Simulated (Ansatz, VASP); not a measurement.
## One calculation of NaCl, two programs

```
CELL_PARAMETERS angstrom
2.80162 0.00000 0.00000
0.00000 2.80162 0.00000
0.00000 0.00000 2.80162
ATOMIC_POSITIONS crystal
Na 0.00000 0.00000 0.00000
Cl 0.50000 0.50000 0.50000
```

Change from the starting cell: volume scaled by 0.94, crystal datasets.

Alike in both runs: task electric field gradients; functional PBE; k mesh 8 × 8 × 8; occupations fermi-dirac, width 0.02 eV; no spin polarisation.

|  | VASP | Ansatz |
| --- | --- | --- |
| version | VASP 6.6.1 | Ansatz 0.2.0 |
| potentials or method | VASP PAW PBE potentials, release 64 (Na_pv, Cl), cutoff 400 eV | all-electron PAW with datasets made for the crystal, scalar-relativistic |

|  | VASP | Ansatz | Ansatz less VASP |
| --- | --- | --- | --- |
| gap on the k mesh at the Fermi level (eV) | 4.15 | 4.10 | -0.049 |
| pressure (GPa) | 82.4 | 82.3 | -0.07 |

Both programs put the cell under a high pressure, so it lies far from rest at this level. Ansatz ran all-electron here, and VASP with PAW potentials.

Noted on VASP's run: the cell as given lies far from equilibrium.
